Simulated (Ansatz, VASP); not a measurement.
One calculation of Ge, two programs

```
Ge
1.0
     0.00000    2.70641    2.54701
     2.70641    0.00000    2.54701
     2.70641    2.70641    0.00000
Ge
2
Direct
  0.50000 0.50000 0.50000
  0.75000 0.75000 0.75000
```

Alike in both runs: task single point; functional LDA; k mesh 16 × 16 × 16; occupations gaussian, width 0.15 eV; no spin polarisation.

|  | VASP | Ansatz |
| --- | --- | --- |
| version | VASP 6.6.1 | Ansatz 0.2.0 |
| potentials or method | VASP PAW LDA potentials, release 64 (Ge_d), cutoff 520 eV | scalar-relativistic, plane waves, PAW |
| valence electrons in the cell | 28 | 28 |

|  | VASP | Ansatz | Ansatz less VASP |
| --- | --- | --- | --- |
| gap on the k mesh at the Fermi level (eV) | none | none | - |
| pressure (GPa) | 19.1 | 18.8 | -0.34 |
| traceless stress, the component that is largest in VASP (GPa) | 2.35 | 2.37 | +0.015 |

LDA's correlation is that of Perdew and Zunger in VASP and of Perdew and Wang (1992) in Ansatz. A gap of «none» marks a metal or a gap that the smearing closes.
